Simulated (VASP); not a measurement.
# TaN (Pm-3m) in VASP: settings compared

Aim: see how the results for TaN move with the level of theory and the settings. Levels: PBEsol+D3(BJ), PBEsol+D4, PBEsol. Tasks: relaxation of cell and atoms, single point.

Program: VASP 6.6.1. These are calculated values, not measurements. Logs are shortened: lines on timing, memory, paths and dates and some standing lists are left out, and cuts for length are marked.

**1. The cell of the first run**

The structure is cubic, space group Pm-3m (No. 221). Conventional cell: a = 2.732 Å, b = 2.732 Å, c = 2.732 Å, α = 90.00°, β = 90.00°, γ = 90.00°. Within 3.1 Å of Ta (site symmetry m-3m) lie 8 N at 2.37 Å and 6 Ta at 2.73 Å. N (site symmetry m-3m) has 8 Ta at 2.37 Å and 6 N at 2.73 Å within 3.1 Å.

**2. Relaxation of cell and atoms, PBEsol+D3(BJ)**

Contents of INCAR:

```
PREC     = Accurate       # precision mode
ENCUT    = 600            # plane-wave cutoff, eV
EDIFF    = 1E-7           # SCF threshold, eV
ISMEAR   = -1             # smearing method
SIGMA    = 0.05           # smearing width, eV
LREAL    = F              # projectors in reciprocal space
LASPH    = T              # aspherical terms in the spheres
NELM     = 80             # most SCF steps
ALGO     = Normal         # electronic algorithm
ISIF     = 3              # what is computed and relaxed
LWAVE    = F              # write WAVECAR
LCHARG   = F              # write CHGCAR
GGA      = PS             # functional
IVDW     = 12             # dispersion correction
IBRION   = 2              # ionic algorithm
NSW      = 60             # ionic steps
EDIFFG   = -0.01          # ionic threshold
```

Contents of KPOINTS:

```
regular mesh
0
Gamma
  10 10 10
```

Contents of POSCAR:

```
TaN
1.0
    2.7323076900      0.0000000000      0.0000000000
    0.0000000000      2.7323076900      0.0000000000
    0.0000000000      0.0000000000      2.7323076900
Ta N
1 1
Direct
    0.0000000000      0.0000000000      0.0000000000
    0.5000000000      0.5000000000      0.5000000000
```

Potentials or basis: VASP PAW PBE potentials, release 64 (Ta_pv, N).

Run with:

```
$ cat potpaw_PBE.64/Ta_pv/POTCAR potpaw_PBE.64/N/POTCAR > POTCAR
$ mpirun -np 1 vasp_std > vasp.out
```

OUTCAR:

```text
PREC = Accurate
   ENCUT = 600
   EDIFF = 1E-7
   ISMEAR = -1
   LREAL = F
   LASPH = T
   NELM = 80
   ISIF = 3
   GGA = PS
   IVDW = 12
   IBRION = 2
   NSW = 60
   EDIFFG = -0.01
 IVDW          = 12

 ion  position               nearest neighbor table
   1  0.000  0.000  0.000-   2 2.37   2 2.37   2 2.37   2 2.37   2 2.37   2 2.37   2 2.37   2 2.37

   2  0.500  0.500  0.500-   1 2.37   1 2.37   1 2.37   1 2.37   1 2.37   1 2.37   1 2.37   1 2.37

  LATTYP: Found a simple cubic cell.
 ALAT       =     2.7323076900

  Lattice vectors:

 A1 = (   2.7323076900,   0.0000000000,   0.0000000000)
 A2 = (   0.0000000000,   2.7323076900,   0.0000000000)
 A3 = (   0.0000000000,   0.0000000000,   2.7323076900)

Analysis of symmetry for initial positions (statically):
=====================================================================
 Subroutine PRICEL returns:
 Original cell was already a primitive cell.

 Routine SETGRP: Setting up the symmetry group for a
 simple cubic supercell.

 Subroutine GETGRP returns: Found 48 space group operations
 (whereof 48 operations were pure point group operations)
 out of a pool of 48 trial point group operations.

The static configuration has the point symmetry O_h .

Analysis of symmetry for dynamics (positions and initial velocities):
=====================================================================
 Subroutine PRICEL returns:
 Original cell was already a primitive cell.

 Routine SETGRP: Setting up the symmetry group for a
 simple cubic supercell.

 Subroutine GETGRP returns: Found 48 space group operations
 (whereof 48 operations were pure point group operations)
 out of a pool of 48 trial point group operations.

The dynamic configuration has the point symmetry O_h .

 Subroutine INISYM returns: Found 48 space group operations
 (whereof 48 operations are pure point group operations),
 and found     1 'primitive' translations

----------------------------------------------------------------------------------------

                                     Primitive cell

  volume of cell :      20.3981

  direct lattice vectors                    reciprocal lattice vectors
     2.732307690  0.000000000  0.000000000     0.365990991  0.000000000  0.000000000
     0.000000000  2.732307690  0.000000000     0.000000000  0.365990991  0.000000000
     0.000000000  0.000000000  2.732307690     0.000000000  0.000000000  0.365990991

  length of vectors
     2.732307690  2.732307690  2.732307690     0.365990991  0.365990991  0.365990991

  position of ions in fractional coordinates (direct lattice)
     0.000000000  0.000000000  0.000000000
     0.500000000  0.500000000  0.500000000

  ion indices of the primitive-cell ions
   primitive index   ion index
                 1           1
                 2           2

----------------------------------------------------------------------------------------

 KPOINTS: regular mesh

Automatic generation of k-mesh.
 Grid dimensions read from file:
 generate k-points for:   10   10   10

 Generating k-lattice:

  Cartesian coordinates                     Fractional coordinates (reciprocal lattice)
     0.036599099  0.000000000  0.000000000     0.100000000  0.000000000  0.000000000
     0.000000000  0.036599099  0.000000000     0.000000000  0.100000000  0.000000000
     0.000000000  0.000000000  0.036599099     0.000000000  0.000000000  0.100000000

  Length of vectors
     0.036599099  0.036599099  0.036599099

  Shift w.r.t. Gamma in fractional coordinates (k-lattice)
     0.000000000  0.000000000  0.000000000

 Subroutine IBZKPT returns following result:
 ===========================================

 Found     56 irreducible k-points:

 Following reciprocal coordinates:
            Coordinates               Weight
  0.000000  0.000000  0.000000      1.000000
  0.100000  0.000000  0.000000      6.000000
  0.200000  0.000000  0.000000      6.000000
  0.300000  0.000000  0.000000      6.000000
  0.400000  0.000000  0.000000      6.000000
  0.500000  0.000000  0.000000      3.000000
[... 16 lines left out ...]
  0.200000  0.100000  0.100000     24.000000
  0.300000  0.100000  0.100000     24.000000
 [... further k-points ...]
   k-points           NKPTS =     56   k-points in BZ     NKDIM =     56   number of bands    NBANDS=     12
   number of dos      NEDOS =    301   number of ions     NIONS =      2
   total plane-waves  NPLWV =  13824
   dimension x,y,z NGX =    24 NGY =   24 NGZ =   24
   dimension x,y,z NGXF=    48 NGYF=   48 NGZF=   48
   ions per type =               1   1
   NGX,Y,Z   is equivalent  to a cutoff of  14.60, 14.60, 14.60 a.u.
   NGXF,Y,Z  is equivalent  to a cutoff of  29.21, 29.21, 29.21 a.u.
 SYSTEM =  unknown system
   PREC   = accura    normal or accurate (medium, high low for compatibility)
   ISTART =      0    job   : 0-new  1-cont  2-samecut
   ICHARG =      2    charge: 1-file 2-atom 10-const
   ISPIN  =      1    spin polarized calculation?
   LNONCOLLINEAR =      F non collinear calculations
   LSORBIT =      F    spin-orbit coupling
   LASPH  =      T    aspherical Exc in radial PAW
   ENCUT  =  600.0 eV  44.10 Ry    6.64 a.u.   5.46  5.46  5.46*2*pi/ulx,y,z
   NELM   =     80;   NELMIN=  2; NELMDL= -5     # of ELM steps
   EDIFF  = 0.1E-06   stopping-criterion for ELM
   LREAL  =      F    real-space projection
   EDIFFG = -.1E-01   stopping-criterion for IOM
   NSW    =     60    number of steps for IOM
   IBRION =      2    ionic relax: 0-MD 1-quasi-New 2-CG
   NFREE  =      1    steps in history (QN), initial steepest desc. (CG)
   ISIF   =      3    stress and relaxation
   ISYM   =      2    0-nonsym 1-usesym 2-fastsym
   POTIM  = 0.5000    time-step for ionic-motion
   TEBEG  =    0.0;   TEEND  =   0.0 temperature during run
   PSTRESS=    0.0 pullay stress
   NELECT =      16.0000    total number of electrons
   NUPDOWN=      -1.0000    fix difference up-down
   EMIN   =  10.00;   EMAX   =-10.00  energy-range for DOS
   EFERMI =   0.00;   METHOD = LEGACY
   ISMEAR =    -1;   SIGMA  =   0.05  broadening in eV -4-tet -1-fermi 0-gaus
   EFERMI_NEDOS =   21; number of points for ismear=-14 and -15
   IALGO  =     38    algorithm
   IMIX   =      4    mixing-type and parameters
     AMIX     =   0.40;   BMIX     =  1.00
     AMIX_MAG =   1.60;   BMIX_MAG =  1.00
  volume/ion in A,a.u.               =      10.20        68.83
  Fermi-wavevector in a.u.,A,eV,Ry     =   1.509797  2.853103 31.014303  2.279487
  Thomas-Fermi vector in A             =   2.620072
   LORBIT       =      0    0 simple, 1 ext, 2 COOP (PROOUT), +10 PAW based schemes
   GGA     = PS    functional components
   LHFCALC =     F    Hartree Fock is set to
   AEXX    =    0.0000 exact exchange contribution
   IVDW    =    12    specifies the selected vdW correction
   LEPSILON=     F    determine dielectric tensor
   LRPA    =     F    only Hartree local field effects (RPA)
 conjugate gradient relaxation of ions
 non-spin polarized calculation
  energy-cutoff  :      600.00
  volume of cell :       20.40
 maximum number of plane-waves:       697
 NGX is ok and might be reduce to    24
   NGX = 11   NGY = 11   NGZ = 11

--------------------------------------- Ionic step        1  -------------------------------------------

 number of electron      15.9999999 magnetization

 Free energy of the ion-electron system (eV)
  ---------------------------------------------------
  ext. energy  EPLUGINS =         0.00000000
  ---------------------------------------------------
  free energy    TOTEN  =       -22.27764885 eV

  energy without entropy =      -22.27744768  energy(sigma->0) =      -22.27754826

------------------------ aborting loop because EDIFF is reached ----------------------------------------

 Edisp (eV)   -0.97163

 E8    (eV) :    -0.6747

  FORCE on cell =-STRESS in cart. coord.  units (eV):
  Direction    XX          YY          ZZ          XY          YZ          ZX
  --------------------------------------------------------------------------------------
  -------------------------------------------------------------------------------------
  Total      -1.45136    -1.45136    -1.45136     0.00000    -0.00000     0.00000
  in kB    -113.99767  -113.99767  -113.99767     0.00000    -0.00000     0.00000
  external pressure =     -114.00 kB  Pullay stress =        0.00 kB
[... 21 lines left out ...]
  energy  without entropy=      -23.2490790745  energy(sigma->0) =      -23.24917966

--------------------------------------- Ionic step        2  -------------------------------------------

 number of electron      16.0000002 magnetization

 E-fermi :  10.6968     XC(G=0): -14.4943

 val. band max:       10.4269990967   @ k =   0.2000   0.2000   0.0000
 cond. band min:      11.0014821484   @ k =   0.3000   0.2000   0.2000
 fundamental gap:      0.5744830517
 Fermi energy:        10.6968468419

 k-point     1 :       0.0000    0.0000    0.0000
  band No.  band energies     occupation
      1     -24.2661      2.00000
      2     -24.2661      2.00000
      3     -24.2661      2.00000
      4      -8.7607      2.00000
      5       5.0408      2.00000
      6       5.0408      2.00000
      7       7.7156      2.00000
      8       7.7156      2.00000
      9       7.7156      2.00000
     10      14.5696      0.00000
     11      15.1668      0.00000
     12      15.1668      0.00000
[... 422 lines left out ...]
  energy  without entropy=      -23.2738961188  energy(sigma->0) =      -23.27397206

--------------------------------------- Ionic step        4  -------------------------------------------

 number of electron      15.9999997 magnetization

 Free energy of the ion-electron system (eV)
  ---------------------------------------------------
  ext. energy  EPLUGINS =         0.00000000
  ---------------------------------------------------
  free energy    TOTEN  =       -22.26871523 eV

  energy without entropy =      -22.26856439  energy(sigma->0) =      -22.26863981

 E-fermi :   9.7858     XC(G=0): -14.0765

 val. band max:        9.5592973956   @ k =   0.2000   0.2000   0.0000
 cond. band min:      10.0471838571   @ k =   0.3000   0.2000   0.2000
 fundamental gap:      0.4878864615
 Fermi energy:         9.7857818110

 k-point     1 :       0.0000    0.0000    0.0000
  band No.  band energies     occupation
      1     -25.3172      2.00000
      2     -25.3172      2.00000
      3     -25.3172      2.00000
      4      -8.9754      2.00000
      5       4.6199      2.00000
      6       4.6199      2.00000
      7       6.9619      2.00000
      8       6.9619      2.00000
      9       6.9619      2.00000
     10      12.6292      0.00000
     11      13.8626      0.00000
     12      13.8626      0.00000
[... 378 lines left out ...]
  FREE ENERGIE OF THE ION-ELECTRON SYSTEM (eV)
  ---------------------------------------------------
  free  energy   TOTEN  =       -23.2740639708 eV

  energy  without entropy=      -23.2739131266  energy(sigma->0) =      -23.27398855

 reached required accuracy - stopping structural energy minimisation
```

Run time: 53 s. Hardware: 1 thread of Intel Xeon 8259CL, shared host; peak memory 0.17 GiB.

Results:

```
Free energy                            : -23.2741 eV
Relaxed volume                         : 9.86 Å³/atom
Relaxed cell                           : a = 2.702 Å, b = 2.702 Å, c = 2.702 Å, α = 90.00°, β = 90.00°, γ = 90.00°
Space group after relaxing (to 0.05 Å) : Pm-3m (No. 221)
Energy gained by relaxing              : 12.4 meV/atom
Ionic steps                            : 4
Pressure after relaxing                : 0.0 GPa
Band gap on the k mesh                 : zero (band 8 reaches 16.26 eV, above the bottom of band 9 at 6.96 eV)
Dispersion energy per atom             : -0.503 eV
```

The path:
```csv
step,energy change (eV),largest force (eV/Å),pressure (GPa),volume (Å³)
1,0.0000,0.0000,-11.40,20.40
2,0.1029,0.0000,31.39,18.33
3,-0.0248,0.0000,-0.30,19.74
4,-0.0248,0.0000,-0.03,19.72
```

Final structure:
```
CELL_PARAMETERS angstrom
2.70190 0.00000 0.00000
0.00000 2.70190 0.00000
0.00000 0.00000 2.70190
ATOMIC_POSITIONS crystal
Ta 0.00000 0.00000 0.00000
N 0.50000 0.50000 0.50000
```

Caveat: the PAW data sets were made with another functional, which shifts forces and pressure a little; spin-orbit coupling is left out, which moves the levels of the heavy elements; pairwise dispersion overbinds metals, which lowers pressure and volume.

**3. Relaxation of cell and atoms, PBEsol+D4**

Contents of INCAR:

```
  PREC = Accurate
  ENCUT = 600
  EDIFF = 1E-6
  ISMEAR = -1
  SIGMA = 0.05
  LREAL = F
  LASPH = T
  NELM = 60
  ALGO = Normal
  ISIF = 3
  LWAVE = F
  LCHARG = F
  GGA = PS
  IVDW = 13
  IBRION = 2
  NSW = 60
  EDIFFG = -0.01
```

Contents of KPOINTS:

```
Automatic mesh
0
Gamma
  10 10 10
```

POSCAR is that of step 2.

Potentials or basis: VASP PAW PBE potentials, release 64 (Ta_pv, N).

Run with:

```
$ cat potpaw_PBE.64/Ta_pv/POTCAR potpaw_PBE.64/N/POTCAR > POTCAR
$ mpirun -np 1 vasp_std > vasp.out
```

Wall time 43 s (1 thread of Intel Xeon 8259CL, shared host); peak memory 0.16 GiB.

It converged, with:

* Free energy: -22.6545 eV
* Relaxed volume: 10.01 Å³/atom
* Relaxed cell: a = 2.715 Å, b = 2.715 Å, c = 2.715 Å, α = 90.00°, β = 90.00°, γ = 90.00°
* Space group after relaxing (to 0.05 Å): Pm-3m (No. 221)
* Energy gained by relaxing: 4.0 meV/atom
* Ionic steps: 3
* Pressure after relaxing: -0.1 GPa
* Band gap on the k mesh: zero (band 8 reaches 15.97 eV, above the bottom of band 9 at 6.82 eV)
* Dispersion energy per atom: -0.188 eV

Step by step:
| step | energy change (eV) | largest force (eV/Å) | pressure (GPa) | volume (Å³) |
| --- | --- | --- | --- | --- |
| 1 | 0.0000 | 0.0000 | -6.48 | 20.40 |
| 2 | 0.0302 | 0.0000 | 15.81 | 19.20 |
| 3 | -0.0080 | 0.0000 | -0.11 | 20.01 |

Final structure:
```
Ta N
1.0
     2.71508    0.00000    0.00000
     0.00000    2.71508    0.00000
     0.00000    0.00000    2.71508
Ta N
1 1
Direct
  0.00000 0.00000 0.00000
  0.50000 0.50000 0.50000
```

Levels at points of the mesh, in eV from the Fermi level:
```csv
k point,band 5,band 6,band 7,band 8,band 9,band 10,band 11,band 12
"(0.00, 0.00, 0.00)",-5.07,-5.07,-2.79,-2.79,-2.79,2.65,4.00,4.00
"(0.50, 0.00, 0.00)",-10.32,-4.83,-4.83,-3.80,4.01,4.62,5.41,5.41
"(0.50, 0.50, 0.00)",-6.10,-6.10,-3.87,-2.14,0.62,0.62,0.85,7.12
"(0.50, 0.50, 0.50)",-9.45,-9.45,-9.45,6.36,6.36,6.36,7.44,7.44
```

Caveat: the PAW data sets were made with another functional, which shifts forces and pressure a little; spin-orbit coupling is left out, which moves the levels of the heavy elements; pairwise dispersion overbinds metals, which lowers pressure and volume.

**4. Single point, PBEsol**

Contents of INCAR:

```
PREC = Accurate
ENCUT = 520
EDIFF = 1E-6
ISMEAR = -1
SIGMA = 0.05
LREAL = F
LASPH = T
NELM = 60
ALGO = Normal
ISIF = 2
LWAVE = F
LCHARG = F
GGA = PS
NBANDS = 15
```

KPOINTS is that of step 3.

POSCAR is that of step 3.

Run with:

```
$ cat potpaw_PBE.64/Ta_pv/POTCAR potpaw_PBE.64/N/POTCAR > POTCAR
$ mpirun -np 1 vasp_std > vasp.out
```

Run time: 25 s. Hardware: 1 thread of AMD EPYC 7R13, shared host; peak memory 0.11 GiB.

It converged, with:

```yaml
Free_energy: -22.2754 eV
Pressure: -3.5 GPa
Band_gap_on_the_k_mesh: zero (band 8 reaches 15.58 eV, above the bottom of band 9 at 6.63 eV)
```

Levels at points of the mesh, in eV from the Fermi level:
```tsv
k point	band 5	band 6	band 7	band 8	band 9	band 10	band 11	band 12
(0.00, 0.00, 0.00)	-4.95	-4.95	-2.75	-2.75	-2.75	2.41	3.90	3.90
(0.50, 0.00, 0.00)	-10.16	-4.73	-4.73	-3.71	3.91	4.51	5.29	5.29
(0.50, 0.50, 0.00)	-6.03	-6.03	-3.82	-2.10	0.62	0.62	0.77	6.94
(0.50, 0.50, 0.50)	-9.26	-9.26	-9.26	6.20	6.20	6.20	7.24	7.24
```

Caveat: the PAW data sets were made with another functional, which shifts forces and pressure a little; spin-orbit coupling is left out, which moves the levels of the heavy elements.

(Part 1 of 2 ends here.)
